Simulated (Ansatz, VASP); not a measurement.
**InP in VASP and in Ansatz**

Contents of INCAR:

```
  ALGO = Normal
  EDIFF = 1E-6
  ENCUT = 500
  GGA = PE
  GGA_COMPAT = F
  ISIF = 2
  ISMEAR = 0
  LASPH = T
  LCHARG = T
  LELF = T
  LREAL = F
  LVHAR = T
  LWAVE = F
  NBANDS = 16
  NELM = 120
  PREC = Accurate
  SIGMA = 0.02
```

Contents of KPOINTS:

```
k-points
0
Gamma
  8 8 8
```

The input POSCAR:

```
InP
1.0
    0.0000000000      2.8139540150      2.8139540150
    2.8139540150      0.0000000000      2.8139540150
    2.8139540150      2.8139540150      0.0000000000
In P
1 1
Direct
    0.0000000000      0.0000000000      0.0000000000
    0.7500000000      0.7500000000      0.7500000000
```

Input for Ansatz:

```yaml
crystal:
  lattice:
    - [0.0, 2.813954015, 2.813954015]
    - [2.813954015, 0.0, 2.813954015]
    - [2.813954015, 2.813954015, 0.0]
  atoms:
    - { symbol: In, position: [0.0, 0.0, 0.0] }
    - { symbol: P, position: [0.75, 0.75, 0.75] }
basis:
  ecutwfc: 420
kpoints:
  mp_grid: { grid: [8, 8, 8] }
hamiltonian:
  xc: pbe
scf:
  occupations: { method: gaussian, width: 0.02 }
output:
  forces: true
  stress: true
  eigenvalues: true
  write_density: true
  write_potential: true
  elf: true
  volumetric_format: npy
```

Alike in both runs: task single point; functional PBE; k mesh 8 × 8 × 8; occupations gaussian, width 0.02 eV; no spin polarisation.

|  | VASP | Ansatz |
| --- | --- | --- |
| version | VASP 6.6.1 | Ansatz 0.2.0 |
| potentials or method | VASP PAW PBE potentials, release 64 (In_d, P), cutoff 500 eV | scalar-relativistic, plane waves, PAW |
| valence electrons in the cell | 18 | 18 |

|  | VASP | Ansatz | Ansatz less VASP |
| --- | --- | --- | --- |
| gap on the k mesh at the Fermi level (eV) | 1.36 | 1.37 | +0.002 |
| least direct gap on the mesh (eV) | 1.36 | 1.37 | +0.002 |
| pressure (GPa) | 15.1 | 15.2 | +0.13 |

With one functional, cell and mesh, what is left measures potentials, basis and numerics.
